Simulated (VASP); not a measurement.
A run of VASP 6.6.1:

INCAR

```
ALGO     = Normal         # electronic algorithm
EDIFF    = 1E-7           # SCF threshold, eV
EDIFFG   = -0.01          # ionic threshold
ENCUT    = 600            # plane-wave cutoff, eV
GGA      = PS             # functional
IBRION   = 2              # ionic algorithm
ISIF     = 3              # what is computed and relaxed
ISMEAR   = -1             # smearing method
LASPH    = T              # aspherical terms in the spheres
LCHARG   = F              # write CHGCAR
LREAL    = F              # projectors in reciprocal space
LWAVE    = F              # write WAVECAR
NELM     = 100            # most SCF steps
NSW      = 100            # ionic steps
PREC     = Accurate       # precision mode
SIGMA    = 0.03           # smearing width, eV
```

File KPOINTS:

```
k-points
0
Gamma
  6 6 4
```

POSCAR

```
SnAu2O3
1.0
    3.5901744700      0.0000000000      0.0000000000
   -1.7950872300      3.1091822900      0.0000000000
    0.0000000000      0.0000000000      8.7879146900
Sn Au O
1 2 3
Direct
    0.0000000000      0.0000000000      0.0000000000
    0.3333333300      0.6666666700      0.6559942900
    0.6666666700      0.3333333300      0.3440057100
    0.3333333300      0.6666666700      0.1659022100
    0.6666666700      0.3333333300      0.8340977900
    0.0000000000      0.0000000000      0.5000000000
```

Potentials or basis: VASP PAW PBE potentials, release 64 (Sn_d, Au, O).

Run with:

```bash
$ cat potpaw_PBE.64/Sn_d/POTCAR potpaw_PBE.64/Au/POTCAR potpaw_PBE.64/O/POTCAR > POTCAR
$ mpirun -np 1 vasp_std > vasp.out
```

Hardware: 1 thread of Intel Xeon 8259CL (shared host).

Task: Estimate the wall time of this run.

Result: Run time: 76 min on 1 thread of Intel Xeon 8259CL, with other jobs on the host, peak memory 0.32 GiB. Counts: scf iterations 390, k points 24, ion steps 39.
